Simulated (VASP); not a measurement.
# MgO in VASP: further runs

MgO is run at these levels: LDA, PBE; tasks: single point.

Program: VASP 6.6.1. These are calculated values, not measurements. Logs are shortened: lines on timing, memory, paths and dates and some standing lists are left out, and cuts for length are marked.

## (1) The cell of the first run

It takes space group Fm-3m (No. 225, cubic). Conventional cell: a = 4.217 Å, b = 4.217 Å, c = 4.217 Å, α = 90.00°, β = 90.00°, γ = 90.00°. Mg (site symmetry m-3m) has 6 O at 2.11 Å within 2.8 Å. Within 2.8 Å of O (site symmetry m-3m) lie 6 Mg at 2.11 Å.

## (2) Single point, LDA

The input, INCAR:

```
PREC = Accurate ; ENCUT = 520
EDIFF = 1E-6 ; ISMEAR = 0
SIGMA = 0.05 ; LREAL = False
LASPH = True ; NELM = 60
ALGO = Normal ; ISIF = 2
LWAVE = False ; LCHARG = False
NBANDS = 11
```

The input, KPOINTS:

```
Automatic mesh
0
Gamma
  12 12 12
```

The input, POSCAR:

```
MgO
1.0
    0.0000000000      2.1085000000      2.1085000000
    2.1085000000      0.0000000000      2.1085000000
    2.1085000000      2.1085000000      0.0000000000
Mg O
1 1
Direct
    0.0000000000      0.0000000000      0.0000000000
    0.5000000000      0.5000000000      0.5000000000
```

Potentials or basis: VASP PAW LDA potentials, release 64 (Mg, O).

Run with:

```
$ cat potpaw_LDA.64/Mg/POTCAR potpaw_LDA.64/O/POTCAR > POTCAR
$ mpirun -np 1 vasp_std > vasp.out
```

OUTCAR:

```text
PREC = Accurate
   ENCUT = 520
   EDIFF = 1E-6
   ISMEAR = 0
   LREAL = False
   LASPH = True
   NELM = 60
   ISIF = 2

 ion  position               nearest neighbor table
   1  0.000  0.000  0.000-   2 2.11   2 2.11   2 2.11   2 2.11   2 2.11   2 2.11
   2  0.500  0.500  0.500-   1 2.11   1 2.11   1 2.11   1 2.11   1 2.11   1 2.11

  LATTYP: Found a face centered cubic cell.
 ALAT       =     4.2170000000

  Lattice vectors:

 A1 = (   0.0000000000,   2.1085000000,   2.1085000000)
 A2 = (   2.1085000000,   0.0000000000,   2.1085000000)
 A3 = (   2.1085000000,   2.1085000000,   0.0000000000)

Analysis of symmetry for initial positions (statically):
=====================================================================
 Subroutine PRICEL returns:
 Original cell was already a primitive cell.

 Routine SETGRP: Setting up the symmetry group for a
 face centered cubic supercell.

 Subroutine GETGRP returns: Found 48 space group operations
 (whereof 48 operations were pure point group operations)
 out of a pool of 48 trial point group operations.

The static configuration has the point symmetry O_h .

Analysis of symmetry for dynamics (positions and initial velocities):
=====================================================================
 Subroutine PRICEL returns:
 Original cell was already a primitive cell.

 Routine SETGRP: Setting up the symmetry group for a
 face centered cubic supercell.

 Subroutine GETGRP returns: Found 48 space group operations
 (whereof 48 operations were pure point group operations)
 out of a pool of 48 trial point group operations.

The dynamic configuration has the point symmetry O_h .

 Subroutine INISYM returns: Found 48 space group operations
 (whereof 48 operations are pure point group operations),
 and found     1 'primitive' translations

----------------------------------------------------------------------------------------

                                     Primitive cell

  volume of cell :      18.7478

  direct lattice vectors                    reciprocal lattice vectors
     0.000000000  2.108500000  2.108500000    -0.237135404  0.237135404  0.237135404
     2.108500000  0.000000000  2.108500000     0.237135404 -0.237135404  0.237135404
     2.108500000  2.108500000  0.000000000     0.237135404  0.237135404 -0.237135404

  length of vectors
     2.981869296  2.981869296  2.981869296     0.410730569  0.410730569  0.410730569

  position of ions in fractional coordinates (direct lattice)
     0.000000000  0.000000000  0.000000000
     0.500000000  0.500000000  0.500000000
[... 86 lines left out ...]
   TEBEG  =    0.0;   TEEND  =   0.0 temperature during run
   PSTRESS=    0.0 pullay stress
   NELECT =       8.0000    total number of electrons
   NUPDOWN=      -1.0000    fix difference up-down
   EMIN   =  10.00;   EMAX   =-10.00  energy-range for DOS
   EFERMI =   0.00;   METHOD = LEGACY
   ISMEAR =     0;   SIGMA  =   0.05  broadening in eV -4-tet -1-fermi 0-gaus
   EFERMI_NEDOS =   21; number of points for ismear=-14 and -15
   IALGO  =     38    algorithm
   IMIX   =      4    mixing-type and parameters
     AMIX     =   0.40;   BMIX     =  1.00
     AMIX_MAG =   1.60;   BMIX_MAG =  1.00
  volume/ion in A,a.u.               =       9.37        63.26
  Fermi-wavevector in a.u.,A,eV,Ry     =   1.232503  2.329092 20.668107  1.519063
  Thomas-Fermi vector in A             =   2.367270
   LORBIT       =      0    0 simple, 1 ext, 2 COOP (PROOUT), +10 PAW based schemes
   GGA     = CA    functional components
   LHFCALC =     F    Hartree Fock is set to
   AEXX    =    0.0000 exact exchange contribution
   IVDW    =     0    specifies the selected vdW correction
   LEPSILON=     F    determine dielectric tensor
   LRPA    =     F    only Hartree local field effects (RPA)
 non-spin polarized calculation
 Gauss-broadening in eV      SIGMA  =   0.05
  energy-cutoff  :      520.00
  volume of cell :       18.75
 maximum number of plane-waves:       532
 NGX is ok and might be reduce to    24
   NGX = 11   NGY = 11   NGZ = 11

 number of electron       8.0000005 magnetization

 Free energy of the ion-electron system (eV)
  ---------------------------------------------------
  ext. energy  EPLUGINS =         0.00000000
  ---------------------------------------------------
  free energy    TOTEN  =       -13.42164307 eV

  energy without entropy =      -13.42164307  energy(sigma->0) =      -13.42164307

 E-fermi :   3.0634     XC(G=0): -11.5749

 val. band max:        2.8539044124   @ k =   0.0000   0.0000   0.0000
 cond. band min:       7.4762321457   @ k =   0.0000   0.0000   0.0000
 fundamental gap:      4.6223277334
 Fermi energy:         3.0633676244

 k-point     1 :       0.0000    0.0000    0.0000
  band No.  band energies     occupation
      1     -14.1301      2.00000
      2       2.8539      2.00000
      3       2.8539      2.00000
      4       2.8539      2.00000
      5       7.4762      0.00000
      6      18.3601      0.00000
      7      18.3601      0.00000
      8      18.3601      0.00000
      9      22.3755      0.00000
     10      24.0144      0.00000
     11      24.0144      0.00000
[... 309 lines left out ...]
 k-point    24 :      -0.4167    0.1667    0.0000
  band No.  band energies     occupation
      1     -12.6971      2.00000
      2      -1.4220      2.00000
      3       1.2512      2.00000
      4       2.0615      2.00000
      5      11.7145      0.00000
      6      14.9721      0.00000
      7      16.7107      0.00000
      8      19.4360      0.00000
      9      23.1853      0.00000
     10      24.8551      0.00000
     11      26.6218      0.00000

 [... further k-points ...]

------------------------ aborting loop because EDIFF is reached ----------------------------------------

  FORCE on cell =-STRESS in cart. coord.  units (eV):
  Direction    XX          YY          ZZ          XY          YZ          ZX
  --------------------------------------------------------------------------------------
  -------------------------------------------------------------------------------------
  Total       -0.9628550     -0.9628550     -0.9628550     -0.0000000      0.0000000     -0.0000000
  in kB      -82.2850017    -82.2850017    -82.2850017     -0.0000000      0.0000000     -0.0000000
  external PRESSURE =     -82.2850017 kB  Pullay stress =       0.0000000 kB

 VOLUME and BASIS-vectors are now :
 -----------------------------------------------------------------------------
  energy-cutoff  :      520.00
  volume of cell :       18.75
      direct lattice vectors                 reciprocal lattice vectors
     0.000000000  2.108500000  2.108500000    -0.237135404  0.237135404  0.237135404
     2.108500000  0.000000000  2.108500000     0.237135404 -0.237135404  0.237135404
     2.108500000  2.108500000  0.000000000     0.237135404  0.237135404 -0.237135404

 POSITION                                       TOTAL-FORCE (eV/Angst)
 -----------------------------------------------------------------------------------
      0.00000      0.00000      0.00000        -0.000000     -0.000000      0.000000
      2.10850      2.10850      2.10850         0.000000      0.000000     -0.000000
 -----------------------------------------------------------------------------------
    total drift:                               -0.000000     -0.000000      0.000000

  FREE ENERGIE OF THE ION-ELECTRON SYSTEM (eV)
  ---------------------------------------------------
  free  energy   TOTEN  =       -13.4216430683 eV

  energy  without entropy=      -13.4216430683  energy(sigma->0) =      -13.42164307
```

OSZICAR:

```text
N       E                     dE             d eps       ncg     rms          rms(c)
DAV:   1     0.110716247937E+02    0.11072E+02   -0.46680E+03  1824   0.649E+02
DAV:   2    -0.144659787374E+02   -0.25538E+02   -0.24995E+02  1837   0.132E+02
DAV:   3    -0.149901309988E+02   -0.52415E+00   -0.52365E+00  1946   0.164E+01
DAV:   4    -0.149912354779E+02   -0.11045E-02   -0.11045E-02  1725   0.876E-01
DAV:   5    -0.149912387054E+02   -0.32275E-05   -0.32275E-05  1878   0.442E-02    0.704E+00
DAV:   6    -0.134859087144E+02    0.15053E+01   -0.88050E+00  1638   0.160E+01    0.226E+00
DAV:   7    -0.134463105065E+02    0.39598E-01   -0.69452E-02  1752   0.226E+00    0.129E+00
DAV:   8    -0.134221792784E+02    0.24131E-01   -0.32690E-02  1671   0.182E+00    0.237E-01
DAV:   9    -0.134217989286E+02    0.38035E-03   -0.43113E-04  1818   0.154E-01    0.140E-01
DAV:  10    -0.134216435741E+02    0.15535E-03   -0.39113E-04  1716   0.165E-01    0.583E-03
DAV:  11    -0.134216430683E+02    0.50574E-06   -0.43604E-06  1764   0.117E-02
   1 F= -.13421643E+02 E0= -.13421643E+02  d E =-.117059E-11
```

Run time: 4.2 s. Hardware: 1 thread of Intel Xeon 6975P-C (Granite Rapids), shared host; peak memory 0.13 GiB.

Results:

```
Free energy            : -13.4216 eV
Pressure               : -8.2 GPa
Band gap on the k mesh : 4.62 eV
```

Caveat: the cell stands under tension.

## (3) Single point, PBE

The input, INCAR:

```
SYSTEM = MgO
ALGO = Normal
EDIFF = 1E-6
ENCUT = 520
GGA = PE
ISIF = 2
ISMEAR = 0
LASPH = .True.
LCHARG = .False.
LREAL = .False.
LWAVE = .False.
NBANDS = 11
NELECT = 7.9
NELM = 100
PREC = Accurate
SIGMA = 0.05
```

The input, KPOINTS:

```
k-points
0
Gamma
  12 12 12
  0 0 0
```

POSCAR is that of step 2.

Potentials or basis: VASP PAW PBE potentials, release 64 (Mg, O).

Run with:

```
$ cat potpaw_PBE.64/Mg/POTCAR potpaw_PBE.64/O/POTCAR > POTCAR
$ mpirun -np 1 vasp_std > vasp.out
```

Wall time 4.8 s (1 thread of Intel Xeon 6975P-C (Granite Rapids), shared host); peak memory 0.14 GiB.

It converged, with:

```
Free energy : -12.2034 eV
```

Levels at points of the mesh, in eV from the Fermi level:
```csv
k point,band 2,band 3,band 4,band 5,band 6,band 7
"(0.00, 0.00, 0.00)",0.20,0.20,0.20,5.08,16.22,16.22
"(0.50, 0.00, 0.00)",-4.29,-0.43,-0.43,8.30,12.87,16.72
"(0.50, 0.50, 0.00)",-3.77,-1.11,-1.11,9.58,10.37,13.38
```

Caveat: the cell carries a net charge on a neutralising background, which shifts energy and pressure; the cell is charged against a uniform background, so pressure and absolute levels hang on convention.

## (4) Single point, PBE

This run uses another cell than the first one, of 9.94 Å³/atom.

INCAR: that of step 3 with these lines changed.

```diff
@@ -8,7 +8,8 @@
 LASPH = .True.
-LCHARG = .False.
+LCHARG = .True.
+LELF = .True.
 LREAL = .False.
+LVHAR = .True.
 LWAVE = .False.
 NBANDS = 11
-NELECT = 7.9
 NELM = 100
```

KPOINTS is that of step 3.

The input, POSCAR:

```
MgO
1.0
    0.0000000000      2.1498536361      2.1498536361
    2.1498536361      0.0000000000      2.1498536361
    2.1498536361      2.1498536361      0.0000000000
Mg O
1 1
Direct
    0.0000000000      0.0000000000      0.0000000000
    0.5000000000      0.5000000000      0.5000000000
```

Potentials or basis: VASP PAW PBE potentials, release 64 (Mg, O).

Run with:

```
$ cat potpaw_PBE.64/Mg/POTCAR potpaw_PBE.64/O/POTCAR > POTCAR
$ mpirun -np 1 vasp_std > vasp.out
```

OUTCAR:

```text
SYSTEM = MgO
   EDIFF = 1E-6
   ENCUT = 520
   GGA = PE
   ISIF = 2
   ISMEAR = 0
   LASPH = .True.
   LREAL = .False.
   NELM = 100
   PREC = Accurate

 ion  position               nearest neighbor table
   1  0.000  0.000  0.000-   2 2.15   2 2.15   2 2.15   2 2.15   2 2.15   2 2.15
   2  0.500  0.500  0.500-   1 2.15   1 2.15   1 2.15   1 2.15   1 2.15   1 2.15

  LATTYP: Found a face centered cubic cell.
 ALAT       =     4.2997072722

  Lattice vectors:

 A1 = (   0.0000000000,   2.1498536361,   2.1498536361)
 A2 = (   2.1498536361,   0.0000000000,   2.1498536361)
 A3 = (   2.1498536361,   2.1498536361,   0.0000000000)

Analysis of symmetry for initial positions (statically):
=====================================================================
 Subroutine PRICEL returns:
 Original cell was already a primitive cell.

 Routine SETGRP: Setting up the symmetry group for a
 face centered cubic supercell.

 Subroutine GETGRP returns: Found 48 space group operations
 (whereof 48 operations were pure point group operations)
 out of a pool of 48 trial point group operations.

The static configuration has the point symmetry O_h .

[... 171 lines left out ...]
      3       2.7386      2.00000
      4       2.7386      2.00000
      5       6.8868      0.00000
      6      18.1868      0.00000
      7      18.1868      0.00000
      8      18.1868      0.00000
      9      21.9443      0.00000
     10      23.6480      0.00000
     11      23.6480      0.00000
[... 309 lines left out ...]
 k-point    24 :      -0.4167    0.1667    0.0000
  band No.  band energies     occupation
      1     -13.0073      2.00000
      2      -1.2316      2.00000
      3       1.2743      2.00000
      4       2.0276      2.00000
      5      11.3658      0.00000
      6      14.4596      0.00000
      7      16.2947      0.00000
      8      18.9833      0.00000
      9      22.6275      0.00000
     10      24.3914      0.00000
     11      25.9385      0.00000

 [... further k-points ...]

------------------------ aborting loop because EDIFF is reached ----------------------------------------

  FORCE on cell =-STRESS in cart. coord.  units (eV):
  Direction    XX          YY          ZZ          XY          YZ          ZX
  --------------------------------------------------------------------------------------
  -------------------------------------------------------------------------------------
  Total       -0.6502640     -0.6502640     -0.6502640     -0.0000000      0.0000000     -0.0000000
  in kB      -52.4256214    -52.4256214    -52.4256214     -0.0000000      0.0000000     -0.0000000
  external PRESSURE =     -52.4256214 kB  Pullay stress =       0.0000000 kB

 VOLUME and BASIS-vectors are now :
 -----------------------------------------------------------------------------
  energy-cutoff  :      520.00
  volume of cell :       19.87
      direct lattice vectors                 reciprocal lattice vectors
     0.000000000  2.149853636  2.149853636    -0.232573972  0.232573972  0.232573972
     2.149853636  0.000000000  2.149853636     0.232573972 -0.232573972  0.232573972
     2.149853636  2.149853636  0.000000000     0.232573972  0.232573972 -0.232573972

 POSITION                                       TOTAL-FORCE (eV/Angst)
 -----------------------------------------------------------------------------------
      0.00000      0.00000      0.00000         0.000000      0.000000     -0.000000
      2.14985      2.14985      2.14985        -0.000000     -0.000000      0.000000
 -----------------------------------------------------------------------------------
    total drift:                               -0.000000     -0.000000      0.000000

  FREE ENERGIE OF THE ION-ELECTRON SYSTEM (eV)
  ---------------------------------------------------
  free  energy   TOTEN  =       -11.9004995010 eV

  energy  without entropy=      -11.9004995010  energy(sigma->0) =      -11.90049950
```

stdout:

```text
POSCAR found type information on POSCAR MgO
 POSCAR found :  2 types and       2 ions
 scaLAPACK will be used
 LDA part: xc-table for (Slater+PW92), standard interpolation
 POSCAR, INCAR and KPOINTS ok, starting setup
 FFT: planning ... GRIDC
 FFT: planning ... GRID_SOFT
 FFT: planning ... GRID
 WAVECAR not read
 entering main loop
```

Run time: 5.2 s. Hardware: 1 thread of Intel Xeon 6975P-C (Granite Rapids), shared host; peak memory 0.14 GiB.

What came out:

| Item | Value |
| --- | --- |
| Free energy | -11.9005 eV |
| Pressure | -5.2 GPa |
| Band gap on the k mesh | 4.15 eV |

Levels at points of the mesh, in eV from the valence-band top:
| k point | band 1 | band 2 | band 3 | band 4 | band 5 | band 6 | band 7 | band 8 |
| --- | --- | --- | --- | --- | --- | --- | --- | --- |
| (0.00, 0.00, 0.00) | -16.96 | 0.00 | 0.00 | 0.00 | 4.15 | 15.45 | 15.45 | 15.45 |
| (0.50, 0.00, 0.00) | -15.82 | -4.35 | -0.59 | -0.59 | 7.51 | 11.91 | 15.68 | 15.68 |
| (0.50, 0.50, 0.00) | -15.59 | -3.84 | -1.26 | -1.26 | 9.04 | 9.31 | 12.46 | 18.05 |

Caveat: the cell stands under tension.

## (5) Single point, PBE

The input, INCAR:

```
PREC = Accurate
ENCUT = 520
EDIFF = 1E-6
ISMEAR = 0
SIGMA = 0.05
LREAL = F
LASPH = T
NELM = 60
ALGO = Normal
ISIF = 2
LWAVE = F
LCHARG = F
GGA = PE
NBANDS = 11
```

The input, KPOINTS:

```
regular mesh
0
Gamma
  12 12 12
```

The input, POSCAR:

```
MgO
1.0
    0.0000000000      2.1085000000      2.1085000000
    2.1085000000      0.0000000000      2.1085000000
    2.1085000000      2.1085000000      0.0000000000
Mg O
1 1
Direct
    0.0000000000      0.0000000000      0.0000000000
    0.4806108797      0.5033441011      0.5032012194
```

Run with:

```
$ cat potpaw_PBE.64/Mg/POTCAR potpaw_PBE.64/O/POTCAR > POTCAR
$ mpirun -np 1 vasp_std > vasp.out
```

It took 41 s on 1 thread of Intel Xeon 6975P-C (Granite Rapids), shared host; peak memory 0.31 GiB.

It converged, with:

```yaml
Free_energy: -11.9003 eV
Pressure: 3.6 GPa
Largest_force: 0.273 eV/Å
Band_gap_on_the_k_mesh: 4.69 eV
```

Forces on the atoms (eV/Å):
```
Mg   0.075 -0.186 -0.185
O   -0.075  0.186  0.185
```

Stress tensor (GPa, compression positive):
```
 3.36  0.03  0.03
 0.03  3.71 -0.07
 0.03 -0.07  3.70
```

Levels at points of the mesh, in eV from the valence-band top:
| k point | band 1 | band 2 | band 3 | band 4 | band 5 | band 6 | band 7 | band 8 |
| --- | --- | --- | --- | --- | --- | --- | --- | --- |
| (0.00, 0.00, 0.00) | -17.25 | 0.00 | 0.00 | 0.00 | 4.69 | 15.78 | 15.79 | 15.80 |
| (0.50, 0.00, 0.00) | -15.97 | -4.60 | -0.65 | -0.65 | 7.88 | 12.56 | 16.27 | 16.28 |
| (0.00, 0.50, 0.00) | -15.97 | -4.60 | -0.65 | -0.65 | 7.87 | 12.55 | 16.27 | 16.29 |
| (0.00, 0.00, 0.50) | -15.97 | -4.60 | -0.65 | -0.65 | 7.87 | 12.55 | 16.27 | 16.29 |
| (0.50, 0.50, 0.50) | -15.97 | -4.60 | -0.65 | -0.65 | 7.88 | 12.56 | 16.27 | 16.29 |
| (0.50, 0.50, 0.00) | -15.71 | -4.07 | -1.34 | -1.34 | 9.12 | 9.92 | 13.07 | 18.92 |
| (0.00, 0.50, 0.50) | -15.71 | -4.07 | -1.35 | -1.34 | 9.12 | 9.92 | 13.06 | 18.91 |
| (0.50, 0.00, 0.50) | -15.71 | -4.07 | -1.34 | -1.34 | 9.12 | 9.92 | 13.07 | 18.92 |

Caveat: the cell stands under pressure. A k mesh can miss the band edges.

## (6) Overview

```csv
level,potentials or basis,cell,gap on the mesh (eV),pressure (GPa)
LDA,"VASP PAW LDA potentials, release 64 (Mg, O)","a = 2.982 Å, angles 60.0°, 2 atoms, atomic positions A",4.62,-8.2
PBE,"VASP PAW PBE potentials, release 64 (Mg, O)","a = 3.040 Å, angles 60.0°, 2 atoms, atomic positions A",4.15,-5.2
PBE,"VASP PAW PBE potentials, release 64 (Mg, O)","a = 2.982 Å, angles 60.0°, 2 atoms, atomic positions B",4.69,3.6
```

Alike in all rows: task single point; no spin polarisation; k mesh 12 × 12 × 12; cutoff (eV) 520; smearing gaussian 0.05 eV.

Caveats: the cell stands under tension (at least some runs); the cell stands under pressure (at least some runs).

Absolute energies hang on the potentials; compare differences alone.
